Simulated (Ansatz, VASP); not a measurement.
# F in VASP and in Ansatz

File INCAR:

```
SYSTEM = F
PREC = Accurate
ENCUT = 520
EDIFF = 1E-6
ISMEAR = 0
SIGMA = 0.05
LREAL = .False.
LASPH = .True.
NELM = 80
ALGO = Normal
ISIF = 2
LWAVE = .False.
LCHARG = .False.
GGA = PS
NBANDS = 22
```

Contents of KPOINTS:

```
Automatic mesh
0
Gamma
  4 4 2
  0 0 0
```

The input POSCAR:

```
F
1.0
    2.9707572489     -1.8204456838     -0.2291304273
    2.9707572489      1.8204456838     -0.2291304273
   -2.1999449804      0.0000000000      7.2763689445
F
4
Direct
    0.0848459664      0.0848459664      0.0940038325
    0.9151540336      0.9151540336      0.9059961675
    0.5015719855      0.5015719855      0.5937195244
    0.4984280145      0.4984280145      0.4062804756
```

Input for Ansatz:

```yaml
crystal:
  lattice:
    - [2.9707572489, -1.8204456838, -0.2291304273]
    - [2.9707572489, 1.8204456838, -0.2291304273]
    - [-2.1999449804, 0.0, 7.2763689445]
  atoms:
    - { symbol: F, position: [0.0848459664, 0.0848459664, 0.0940038325] }
    - { symbol: F, position: [0.9151540336, 0.9151540336, 0.9059961675] }
    - { symbol: F, position: [0.5015719855, 0.5015719855, 0.5937195244] }
    - { symbol: F, position: [0.4984280145, 0.4984280145, 0.4062804756] }
basis:
  ecutwfc: 520.0
kpoints:
  mp_grid: { grid: [4, 4, 2] }
hamiltonian:
  xc: pbesol
scf:
  occupations: { method: gaussian, width: 0.05 }
output:
  forces: true
  stress: true
  eigenvalues: true
```

Change from the starting cell: volume 19.217 Å^3 an atom, stretch along a over the lengths across it, relative to the relaxed cell 0.9379.

Alike in both runs: task single point; functional PBEsol; k mesh 4 × 4 × 2; occupations gaussian, width 0.05 eV; no spin polarisation.

|  | VASP | Ansatz |
| --- | --- | --- |
| version | VASP 6.6.1 | Ansatz 0.2.0 |
| potentials or method | VASP PAW PBE potentials, release 64 (F), cutoff 520 eV | scalar-relativistic, plane waves, PAW |
| valence electrons in the cell | 28 | 28 |

```tsv
	VASP	Ansatz	Ansatz less VASP
gap on the k mesh at the Fermi level (eV)	2.78	2.85	+0.075
least direct gap on the mesh (eV)	2.85	2.92	+0.075
pressure (GPa)	-1.0	-1.3	-0.29
traceless stress, the component that is largest in VASP (GPa)	-0.85	-2.16	-1.306
rms of the force components (eV/Å)	0.144	0.372	+0.2279
```

VASP's potentials were made for PBE, not for PBEsol. Atom by atom the forces differ by 0.228 eV/Å (rms over components). One of these differences is far larger than is usual between the two programs; its cause wasn't traced.

The k mesh is coarse, so the values compare programs but aren't converged.
